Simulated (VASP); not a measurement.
# TaN (Fm-3m) in VASP: notebook

The runs below take TaN through single point, with PBE, PBEsol, r2SCAN.

Program: VASP 6.6.1. These are calculated values, not measurements. Logs are shortened: lines on timing, memory, paths and dates and some standing lists are left out, and cuts for length are marked.

**1. The cell of the first run**

It takes space group Fm-3m (No. 225, cubic). The conventional cell has a = 4.358 Å, b = 4.358 Å, c = 4.358 Å, α = 90.00°, β = 90.00°, γ = 90.00°. Ta (site symmetry m-3m) has 6 N at 2.18 Å within 2.9 Å. N (site symmetry m-3m) has 6 Ta at 2.18 Å within 2.9 Å.

**2. Single point, PBE, collinear spin, ferromagnetic start**

INCAR

```
SYSTEM = TaN
ALGO = Normal
EDIFF = 1E-7
ENCUT = 520
GGA = PE
ISIF = 2
ISMEAR = 0
ISPIN = 2
LASPH = .TRUE.
LCHARG = .TRUE.
LELF = .TRUE.
LMAXMIX = 4
LORBIT = 11
LREAL = .FALSE.
LVHAR = .TRUE.
LWAVE = .FALSE.
MAGMOM = -0.17 0
NBANDS = 19
NELM = 150
PREC = Accurate
SIGMA = 0.05
```

KPOINTS

```
k-points
0
G
  7 7 7
  0 0 0
```

POSCAR

```
TaN
1.0
    0.0000000000      2.1790013100      2.1790013100
    2.1790013100      0.0000000000      2.1790013100
    2.1790013100      2.1790013100      0.0000000000
Ta N
1 1
Direct
    0.5000000000      0.5000000000      0.5000000000
    0.0000000000      0.0000000000      0.0000000000
```

Potentials or basis: VASP PAW PBE potentials, release 64 (Ta_pv, N).

Run with:

```sh
$ cat potpaw_PBE.64/Ta_pv/POTCAR potpaw_PBE.64/N/POTCAR > POTCAR
$ mpirun -np 1 vasp_std > vasp.out
```

OUTCAR:

```text
SYSTEM = TaN
   EDIFF = 1E-7
   ENCUT = 520
   GGA = PE
   ISIF = 2
   ISMEAR = 0
   ISPIN = 2
   LASPH = .TRUE.
   LORBIT = 11
   LREAL = .FALSE.
   NELM = 150
   PREC = Accurate

 ion  position               nearest neighbor table
   1  0.500  0.500  0.500-   2 2.18   2 2.18   2 2.18   2 2.18   2 2.18   2 2.18
   2  0.000  0.000  0.000-   1 2.18   1 2.18   1 2.18   1 2.18   1 2.18   1 2.18

  LATTYP: Found a face centered cubic cell.
 ALAT       =     4.3580026200

  Lattice vectors:

 A1 = (   0.0000000000,   2.1790013100,   2.1790013100)
 A2 = (   2.1790013100,   0.0000000000,   2.1790013100)
 A3 = (   2.1790013100,   2.1790013100,   0.0000000000)

Analysis of symmetry for initial positions (statically):
=====================================================================
 Subroutine PRICEL returns:
 Original cell was already a primitive cell.

 Routine SETGRP: Setting up the symmetry group for a
 face centered cubic supercell.

 Subroutine GETGRP returns: Found 48 space group operations
 (whereof 48 operations were pure point group operations)
 out of a pool of 48 trial point group operations.

The static configuration has the point symmetry O_h .

Analysis of symmetry for dynamics (positions and initial velocities):
=====================================================================
 Subroutine PRICEL returns:
 Original cell was already a primitive cell.

 Routine SETGRP: Setting up the symmetry group for a
 face centered cubic supercell.

 Subroutine GETGRP returns: Found 48 space group operations
 (whereof 48 operations were pure point group operations)
 out of a pool of 48 trial point group operations.

The dynamic configuration has the point symmetry O_h .

Analysis of structural, dynamic, and magnetic symmetry:
=====================================================================
 Subroutine PRICEL returns:
 Original cell was already a primitive cell.

 Routine SETGRP: Setting up the symmetry group for a
 face centered cubic supercell.

 Subroutine GETGRP returns: Found 48 space group operations
 (whereof 48 operations were pure point group operations)
 out of a pool of 48 trial point group operations.

The overall configuration has the point symmetry O_h .

 Subroutine INISYM returns: Found 48 space group operations
 (whereof 48 operations are pure point group operations),
 and found     1 'primitive' translations

----------------------------------------------------------------------------------------

                                     Primitive cell

  volume of cell :      20.6920

  direct lattice vectors                    reciprocal lattice vectors
     0.000000000  2.179001310  2.179001310    -0.229462918  0.229462918  0.229462918
     2.179001310  0.000000000  2.179001310     0.229462918 -0.229462918  0.229462918
     2.179001310  2.179001310  0.000000000     0.229462918  0.229462918 -0.229462918

  length of vectors
     3.081573205  3.081573205  3.081573205     0.397441433  0.397441433  0.397441433

  position of ions in fractional coordinates (direct lattice)
     0.500000000  0.500000000  0.500000000
     0.000000000  0.000000000  0.000000000

  ion indices of the primitive-cell ions
   primitive index   ion index
                 1           1
                 2           2

----------------------------------------------------------------------------------------

 KPOINTS: k-points

Automatic generation of k-mesh.
 Grid dimensions read from file:
 generate k-points for:    7    7    7

 Generating k-lattice:

  Cartesian coordinates                     Fractional coordinates (reciprocal lattice)
    -0.032780417  0.032780417  0.032780417     0.142857143  0.000000000  0.000000000
     0.032780417 -0.032780417  0.032780417     0.000000000  0.142857143  0.000000000
     0.032780417  0.032780417 -0.032780417     0.000000000  0.000000000  0.142857143

  Length of vectors
     0.056777348  0.056777348  0.056777348

  Shift w.r.t. Gamma in fractional coordinates (k-lattice)
     0.000000000  0.000000000  0.000000000

 Subroutine IBZKPT returns following result:
 ===========================================

 Found     20 irreducible k-points:

 Following reciprocal coordinates:
            Coordinates               Weight
  0.000000  0.000000  0.000000      1.000000
  0.142857  0.000000  0.000000      8.000000
  0.285714  0.000000  0.000000      8.000000
  0.428571  0.000000  0.000000      8.000000
  0.142857  0.142857  0.000000      6.000000
  0.285714  0.142857  0.000000     24.000000
[... 12 lines left out ...]
 -0.428571  0.428571  0.142857     24.000000
 -0.285714  0.428571  0.142857     24.000000
   k-points           NKPTS =     20   k-points in BZ     NKDIM =     20   number of bands    NBANDS=     19
   number of dos      NEDOS =    301   number of ions     NIONS =      2
   total plane-waves  NPLWV =  13824
   dimension x,y,z NGX =    24 NGY =   24 NGZ =   24
   dimension x,y,z NGXF=    48 NGYF=   48 NGZF=   48
[... 76 lines left out ...]
      3     -25.9161      1.00000
      4      -9.1993      1.00000
      5       5.9981      1.00000
      6       5.9981      1.00000
[... 11 lines left out ...]
     18      34.6260      0.00000
     19      37.0467      0.00000

 k-point     2 :       0.1429    0.0000    0.0000
  band No.  band energies     occupation
      1     -26.1061      1.00000
      2     -25.9332      1.00000
      3     -25.9332      1.00000
      4      -8.6951      1.00000
      5       4.0710      1.00000
      6       4.6752      1.00000
[... 11 lines left out ...]
     18      31.7426      0.00000
     19      37.6017      0.00000

 k-point     3 :       0.2857    0.0000    0.0000
  band No.  band energies     occupation
      1     -26.5092      1.00000
      2     -25.9714      1.00000
      3     -25.9714      1.00000
      4      -7.4574      1.00000
      5       1.4397      1.00000
      6       3.0824      1.00000
[... 345 lines left out ...]
  band No.  band energies     occupation
      1     -26.6210      1.00000
      2     -26.3043      1.00000
      3     -26.2126      1.00000
      4      -7.4348      1.00000
      5       2.4213      1.00000
      6       3.2965      1.00000
[... 11 lines left out ...]
     18      30.3554      0.00000
     19      31.2528      0.00000

 k-point    20 :      -0.2857    0.4286    0.1429
  band No.  band energies     occupation
      1     -26.5070      1.00000
      2     -26.4777      1.00000
      3     -26.1937      1.00000
      4      -7.1477      1.00000
      5       1.8750      1.00000
      6       2.9606      1.00000
[... 11 lines left out ...]
     18      30.0011      0.00000
     19      30.7962      0.00000
 Fermi energy:         9.8527746125

 spin component 2

 k-point     1 :       0.0000    0.0000    0.0000
  band No.  band energies     occupation
      1     -25.9161      1.00000
      2     -25.9161      1.00000
      3     -25.9161      1.00000
      4      -9.1993      1.00000
      5       5.9981      1.00000
      6       5.9981      1.00000
[... 11 lines left out ...]
     18      34.6260      0.00000
     19      37.0466      0.00000

 k-point     2 :       0.1429    0.0000    0.0000
  band No.  band energies     occupation
      1     -26.1061      1.00000
      2     -25.9332      1.00000
      3     -25.9332      1.00000
      4      -8.6951      1.00000
      5       4.0710      1.00000
      6       4.6752      1.00000
[... 11 lines left out ...]
     18      31.7426      0.00000
     19      37.6017      0.00000

 k-point     3 :       0.2857    0.0000    0.0000
  band No.  band energies     occupation
      1     -26.5092      1.00000
      2     -25.9714      1.00000
      3     -25.9714      1.00000
      4      -7.4575      1.00000
      5       1.4397      1.00000
      6       3.0824      1.00000
[... 346 lines left out ...]
      1     -26.6210      1.00000
      2     -26.3043      1.00000
      3     -26.2126      1.00000
      4      -7.4348      1.00000
      5       2.4213      1.00000
      6       3.2965      1.00000
[... 11 lines left out ...]
     18      30.3553      0.00000
     19      31.2528      0.00000

 k-point    20 :      -0.2857    0.4286    0.1429
  band No.  band energies     occupation
      1     -26.5070      1.00000
      2     -26.4777      1.00000
      3     -26.1938      1.00000
      4      -7.1477      1.00000
      5       1.8750      1.00000
      6       2.9606      1.00000
[... 11 lines left out ...]
     18      30.0011      0.00000
     19      30.7962      0.00000

------------------------ aborting loop because EDIFF is reached ----------------------------------------

  FORCE on cell =-STRESS in cart. coord.  units (eV):
  Direction    XX          YY          ZZ          XY          YZ          ZX
  --------------------------------------------------------------------------------------
  -------------------------------------------------------------------------------------
  Total        1.9806789      1.9806789      1.9806789     -0.0000000      0.0000000     -0.0000000
  in kB      153.3635596    153.3635596    153.3635596     -0.0000000      0.0000000     -0.0000000
  external PRESSURE =     153.3635596 kB  Pullay stress =       0.0000000 kB

 VOLUME and BASIS-vectors are now :
 -----------------------------------------------------------------------------
  energy-cutoff  :      520.00
  volume of cell :       20.69
      direct lattice vectors                 reciprocal lattice vectors
     0.000000000  2.179001310  2.179001310    -0.229462918  0.229462918  0.229462918
     2.179001310  0.000000000  2.179001310     0.229462918 -0.229462918  0.229462918
     2.179001310  2.179001310  0.000000000     0.229462918  0.229462918 -0.229462918

 POSITION                                       TOTAL-FORCE (eV/Angst)
 -----------------------------------------------------------------------------------
      2.17900      2.17900      2.17900         0.000000      0.000000      0.000000
      0.00000      0.00000      0.00000        -0.000000     -0.000000     -0.000000
 -----------------------------------------------------------------------------------
    total drift:                                0.000000     -0.000000     -0.000000

  FREE ENERGIE OF THE ION-ELECTRON SYSTEM (eV)
  ---------------------------------------------------
  free  energy   TOTEN  =       -21.8059397905 eV

  energy  without entropy=      -21.8037158242  energy(sigma->0) =      -21.80482781

 total charge

# of ion       s       p       d       tot
------------------------------------------
    1        0.283   6.238   2.474   8.995
    2        1.231   2.568   0.000   3.799
--------------------------------------------------
tot          1.514   8.806   2.474  12.794

 magnetization (x)

# of ion       s       p       d       tot
------------------------------------------
    1       -0.000  -0.000  -0.000  -0.000
    2        0.000  -0.000   0.000  -0.000
--------------------------------------------------
tot         -0.000  -0.000  -0.000  -0.000
```

Run time: 10 s. Hardware: 1 thread of AMD EPYC 9R45 (Zen 5), shared host; peak memory 0.13 GiB.

Results:

| Property | Result |
| --- | --- |
| Free energy | -21.8059 eV |
| Pressure | 15.3 GPa |
| Band gap on the k mesh | zero (filled and empty bands overlap) |
| Net moment | 0.00 μB per cell |
| Valence electrons inside the program's atomic spheres | Ta 8.99; N 3.80 |

Caveat: spin-orbit coupling is left out, which moves the levels of the heavy elements.

**3. Single point, PBEsol, collinear spin, ferromagnetic start**

INCAR

```
PREC = Accurate
ENCUT = 520
EDIFF = 1E-6
ISMEAR = 0
SIGMA = 0.05
LREAL = F
LASPH = T
NELM = 150
ALGO = Normal
ISIF = 2
LWAVE = F
LCHARG = F
ISPIN = 2
MAGMOM = 0.06 0
LORBIT = 11
LMAXMIX = 4
GGA = PS
NBANDS = 19
```

KPOINTS

```
regular mesh
0
Gamma
  7 7 7
```

POSCAR is that of step 2.

Potentials or basis: VASP PAW PBE potentials, release 64 (Ta_pv, N).

Run with:

```sh
$ cat potpaw_PBE.64/Ta_pv/POTCAR potpaw_PBE.64/N/POTCAR > POTCAR
$ mpirun -np 1 vasp_std > vasp.out
```

Wall time 8.8 s (1 thread of AMD EPYC 9R45 (Zen 5), shared host); peak memory 0.12 GiB.

It converged, with:

| Property | Result |
| --- | --- |
| Free energy | -23.2269 eV |
| Pressure | 5.3 GPa |
| Band gap on the k mesh | zero (filled and empty bands overlap) |
| Net moment | 0.00 μB per cell |
| Valence electrons inside the program's atomic spheres | Ta 9.01; N 3.78 |

Levels at points of the mesh, in eV from the Fermi level:
Spin up:
| k point | band 5 | band 6 | band 7 | band 8 | band 9 | band 10 | band 11 | band 12 |
| --- | --- | --- | --- | --- | --- | --- | --- | --- |
| (0.00, 0.00, 0.00) | -3.82 | -3.82 | -3.82 | -2.21 | -2.21 | -2.21 | 0.02 | 0.02 |
Spin down:
| k point | band 5 | band 6 | band 7 | band 8 | band 9 | band 10 | band 11 | band 12 |
| --- | --- | --- | --- | --- | --- | --- | --- | --- |
| (0.00, 0.00, 0.00) | -3.82 | -3.82 | -3.82 | -2.21 | -2.21 | -2.21 | 0.02 | 0.02 |

Caveat: the PAW data sets were made with another functional, which shifts forces and pressure a little; spin-orbit coupling is left out, which moves the levels of the heavy elements.

**4. Single point, r2SCAN**

POSCAR is that of step 3.

INCAR.step1

```
SYSTEM = TaN
ALGO     = Normal         ! electronic algorithm
EDIFF    = 1E-4           ! SCF threshold, eV
ENCUT    = 520            ! plane-wave cutoff, eV
GGA      = PE             ! functional
ISMEAR   = -1             ! smearing method
LASPH    = .TRUE.         ! aspherical terms in the spheres
LCHARG   = .FALSE.        ! write CHGCAR
LREAL    = .FALSE.        ! projectors in reciprocal space
LWAVE    = .TRUE.         ! write WAVECAR
NBANDS   = 15             ! bands
NELM     = 80             ! most SCF steps
PREC     = Accurate       ! precision mode
SIGMA    = 0.05           ! smearing width, eV
```

INCAR.step2

```
SYSTEM = TaN
ALGO     = Normal         ! electronic algorithm
EDIFF    = 1E-6           ! SCF threshold, eV
ENCUT    = 520            ! plane-wave cutoff, eV
ISIF     = 2              ! what is computed and relaxed
ISMEAR   = -1             ! smearing method
ISTART   = 1            
LASPH    = .TRUE.         ! aspherical terms in the spheres
LCHARG   = .FALSE.        ! write CHGCAR
LMIXTAU  = .TRUE.       
LREAL    = .FALSE.        ! projectors in reciprocal space
LWAVE    = .FALSE.        ! write WAVECAR
METAGGA  = R2SCAN         ! meta-GGA
NBANDS   = 15             ! bands
NELM     = 80             ! most SCF steps
PREC     = Accurate       ! precision mode
SIGMA    = 0.05           ! smearing width, eV
```

KPOINTS

```
k-points
0
G
  10 10 10
  0 0 0
```

Run with:

```sh
$ cat potpaw_PBE.64/Ta_pv/POTCAR potpaw_PBE.64/N/POTCAR > POTCAR
$ cp INCAR.step1 INCAR
$ mpirun -np 1 vasp_std > vasp.out
$ cp INCAR.step2 INCAR
$ mpirun -np 1 vasp_std > vasp.out
```

Wall time 85 s (1 thread of Intel Xeon 6975P-C, shared host); peak memory 0.15 GiB.

The run converged. Its results:

```yaml
Free_energy: -59.6168 eV
Pressure: 11.8 GPa
Band_gap_on_the_k_mesh: zero (band 8 reaches 11.93 eV, above the bottom of band 9 at 7.68 eV)
```

Levels at points of the mesh, in eV from the Fermi level:
```tsv
k point	band 6	band 7	band 8	band 9	band 10	band 11
(0.00, 0.00, 0.00)	-4.24	-4.24	-2.27	-2.27	-2.27	0.10
(0.50, 0.00, 0.00)	-8.23	-8.23	1.98	1.98	2.13	4.15
(0.50, 0.50, 0.00)	-5.85	-5.08	-5.08	2.26	3.67	3.67
```

Caveat: the PAW data sets were made with another functional, which shifts forces and pressure a little; spin-orbit coupling is left out, which moves the levels of the heavy elements.

**5. Single point, PBE**

INCAR

```
  PREC = Accurate
  ENCUT = 600
  EDIFF = 1E-6
  ISMEAR = -1
  SIGMA = 0.05
  LREAL = False
  LASPH = True
  NELM = 120
  ALGO = Normal
  ISIF = 2
  LWAVE = False
  LCHARG = True
  GGA = PE
  LELF = True
  LVHAR = True
  NBANDS = 16
  GGA_COMPAT = False
```

KPOINTS

```
regular mesh
0
Gamma
  10 10 10
```

POSCAR is that of step 4.

Potentials or basis: VASP PAW PBE potentials, release 64 (Ta_sv_GW, N).

Run with:

```sh
$ cat potpaw_PBE.64/Ta_sv_GW/POTCAR potpaw_PBE.64/N/POTCAR > POTCAR
$ mpirun -np 1 vasp_std > vasp.out
```

Run time: 31 s. Hardware: 1 thread of Intel Xeon Platinum 8375C at 2.90GHz (Ice Lake), shared host; peak memory 0.18 GiB.

It converged, with:

```yaml
Free_energy: -24.3332 eV
Pressure: 14.5 GPa
Band_gap_on_the_k_mesh: zero (band 9 reaches 16.23 eV, above the bottom of band 10 at 12.06 eV)
```

Levels at points of the mesh, in eV from the Fermi level:
| k point | band 6 | band 7 | band 8 | band 9 | band 10 | band 11 | band 12 | band 13 |
| --- | --- | --- | --- | --- | --- | --- | --- | --- |
| (0.00, 0.00, 0.00) | -3.92 | -3.92 | -3.92 | -2.21 | -2.21 | -2.21 | 0.05 | 0.05 |
| (0.50, 0.00, 0.00) | -10.62 | -7.80 | -7.80 | 1.97 | 1.97 | 2.05 | 3.85 | 7.80 |
| (0.50, 0.50, 0.00) | -6.71 | -5.68 | -4.71 | -4.71 | 2.19 | 3.68 | 3.68 | 4.80 |

Caveat: spin-orbit coupling is left out, which moves the levels of the heavy elements.

**6. Single point, PBE**

This run uses another cell than the first one, of 9.93 Å³/atom, 0.960 times its volume.

INCAR

```
SYSTEM = TaN
PREC     = Accurate       ! precision mode
ENCUT    = 520            ! plane-wave cutoff, eV
EDIFF    = 1E-7           ! SCF threshold, eV
ISMEAR   = -1             ! smearing method
SIGMA    = 0.05           ! smearing width, eV
LREAL    = .FALSE.        ! projectors in reciprocal space
LASPH    = .TRUE.         ! aspherical terms in the spheres
NELM     = 100            ! most SCF steps
ALGO     = Normal         ! electronic algorithm
ISIF     = 2              ! what is computed and relaxed
LWAVE    = .FALSE.        ! write WAVECAR
LCHARG   = .TRUE.         ! write CHGCAR
GGA      = PE             ! functional
LELF     = .TRUE.         ! ELF
LVHAR    = .TRUE.       
NBANDS   = 15             ! bands
```

KPOINTS

```
regular mesh
0
G
  10 10 10
  0 0 0
```

POSCAR

```
TaN
1.0
    0.0000000000      2.1495517363      2.1495517363
    2.1495517363      0.0000000000      2.1495517363
    2.1495517363      2.1495517363      0.0000000000
Ta N
1 1
Direct
    0.5000000000      0.5000000000      0.5000000000
    0.0000000000      0.0000000000      0.0000000000
```

Potentials or basis: VASP PAW PBE potentials, release 64 (Ta_pv, N).

Run with:

```sh
$ cat potpaw_PBE.64/Ta_pv/POTCAR potpaw_PBE.64/N/POTCAR > POTCAR
$ mpirun -np 1 vasp_std > vasp.out
```

It took 39 s on 1 thread of AMD EPYC 7R13, shared host; peak memory 0.12 GiB.

Results (log left out):

| Quantity | Value |
| --- | --- |
| Free energy | -21.6754 eV |
| Pressure | 33.1 GPa |
| Band gap on the k mesh | zero (band 8 reaches 12.45 eV, above the bottom of band 9 at 8.03 eV) |

Levels at points of the mesh, in eV from the Fermi level:
```csv
k point,band 6,band 7,band 8,band 9,band 10,band 11
"(0.00, 0.00, 0.00)",-4.04,-4.04,-2.33,-2.33,-2.33,0.05
"(0.50, 0.00, 0.00)",-8.11,-8.11,2.09,2.09,2.19,4.03
"(0.50, 0.50, 0.00)",-5.98,-4.81,-4.81,2.32,3.91,3.91
```

Caveat: spin-orbit coupling is left out, which moves the levels of the heavy elements.

**7. Overview**

```tsv
level	potentials or basis	spin	cell	k mesh	cutoff (eV)	smearing	second run	gap on the mesh (eV)	pressure (GPa)	moment (μB)
PBE	VASP PAW PBE potentials, release 64 (Ta_pv, N)	collinear, ferromagnetic start	a = 3.082 Å, angles 60.0°, 2 atoms	7 × 7 × 7	520	gaussian 0.05 eV	-	none	15.3	0.00
PBEsol	VASP PAW PBE potentials, release 64 (Ta_pv, N)	collinear, ferromagnetic start	a = 3.082 Å, angles 60.0°, 2 atoms	7 × 7 × 7	520	gaussian 0.05 eV	-	none	5.3	0.00
r2SCAN	VASP PAW PBE potentials, release 64 (Ta_pv, N)	off	a = 3.082 Å, angles 60.0°, 2 atoms	10 × 10 × 10	520	fermi-dirac 0.05 eV	-	none	11.8	-
PBE	VASP PAW PBE potentials, release 64 (Ta_sv_GW, N)	off	a = 3.082 Å, angles 60.0°, 2 atoms	10 × 10 × 10	600	fermi-dirac 0.05 eV	valence_matched	none	14.5	-
PBE	VASP PAW PBE potentials, release 64 (Ta_pv, N)	off	a = 3.040 Å, angles 60.0°, 2 atoms	10 × 10 × 10	520	fermi-dirac 0.05 eV	-	none	33.1	-
```

Alike in all rows: task single point.

Caveats: spin-orbit coupling is left out, which moves the levels of the heavy elements; the PAW data sets were made with another functional, which shifts forces and pressure a little (some runs).

Absolute energies hang on the potentials; compare differences alone.
